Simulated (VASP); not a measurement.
## Zn: single point with PBE

Zn:

```
CELL_PARAMETERS angstrom
-1.56904 1.56904 1.56904
1.56904 -1.56904 1.56904
1.56904 1.56904 -1.56904
ATOMIC_POSITIONS crystal
Zn 0.00000 0.00000 0.00000
```

```json
{"Program": "VASP 6.6.1", "Task": "single point", "Functional": "PBE", "Potentials or basis": "VASP PAW PBE potentials, release 64 (Zn)", "Cutoff": "520 eV", "k mesh": "12 × 12 × 12", "Occupations": "gaussian, width 0.014 eV", "Spin": "no spin polarisation"}
```

```yaml
Pressure: 0.1 GPa
Band_gap_on_the_k_mesh: zero (band 6 reaches 7.27 eV, above the bottom of band 7 at 2.09 eV)
```

Levels at points of the mesh, in eV from the Fermi level:
```csv
k point,band 2,band 3,band 4,band 5,band 6,band 7,band 8,band 9,band 10,band 11
"(0.00, 0.00, 0.00)",-7.70,-7.70,-7.70,-7.20,-7.20,19.02,19.02,19.02,20.77,20.77
"(0.50, 0.00, 0.00)",-8.00,-7.23,-7.17,-6.87,-2.59,-0.94,11.33,12.72,15.32,16.75
"(0.50, 0.50, 0.50)",-8.24,-6.95,-6.95,-6.95,4.24,4.24,4.24,7.50,8.60,8.60
```

It took 5.1 s on 1 thread of Intel(R) Xeon(R) 6975P-C (Granite Rapids), with other jobs on the host, peak memory 0.12 GiB.
